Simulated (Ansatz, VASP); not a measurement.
This is a calculation of GaN for VASP 6.6.1.

The input INCAR:

```
PREC = Accurate ; ENCUT = 1330
EDIFF = 1E-6 ; ISMEAR = -1
SIGMA = 0.05 ; LREAL = False
LASPH = True ; NELM = 200
ALGO = Normal ; ISIF = 2
LWAVE = False ; LCHARG = False
MAGMOM = 0 0 0 0 0 0 ; LORBIT = 11
LSORBIT = True ; GGA_COMPAT = False
LORBMOM = True ; GGA = CA
NBANDS = 30
```

Contents of KPOINTS:

```
Automatic mesh
0
Gamma
  10 10 10
```

Contents of POSCAR:

```
GaN
1.0
    0.0000000000      2.2535006075      2.2535006075
    2.2535006075      0.0000000000      2.2535006075
    2.2535006075      2.2535006075      0.0000000000
Ga N
1 1
Direct
    0.0000000000      0.0000000000      0.0000000000
    0.2500000000      0.2500000000      0.2500000000
```

Potentials or basis: VASP PAW LDA potentials, release 64 (Ga_d, N_h).

Launch:

```sh
$ cat potpaw_LDA.64/Ga_d/POTCAR potpaw_LDA.64/N_h/POTCAR > POTCAR
$ mpirun -np 1 vasp_ncl > vasp.out
```

**Question.** Translate it to Ansatz 0.2.0. Potentials there: Ansatz PAW.

**Answer.** As run (the cutoff follows the program's own potentials):

File input.yaml:

```yaml
crystal:
  lattice:
    - [0.0, 2.2535006075, 2.2535006075]
    - [2.2535006075, 0.0, 2.2535006075]
    - [2.2535006075, 2.2535006075, 0.0]
  atoms:
    - { symbol: Ga, position: [0.0, 0.0, 0.0] }
    - { symbol: "N", position: [0.25, 0.25, 0.25] }
hamiltonian:
  xc: lda
  pseudopotentials: { kind: paw_fr }
magnetization:
  noncollinear: true
  spin_orbit: true
kpoints:
  mp_grid: { grid: [10, 10, 10] }
scf:
  occupations: { method: fermi_dirac, width: 0.05 }
output:
  forces: true
  stress: true
  eigenvalues: true
```

Potentials or basis: Ansatz PAW.

The run is started by

```console
$ ansatz run input.yaml --threads 2 --pin off --max-ram 5120MiB --backend cpu --events-out ev --progress --plain --runs-dir out
```

Both were run:

|  | VASP | Ansatz | Ansatz less VASP |
| --- | --- | --- | --- |
| pressure (GPa) | -5.6 | -6.5 | -0.94 |

LDA's correlation is that of Perdew and Zunger in VASP and of Perdew and Wang (1992) in Ansatz.
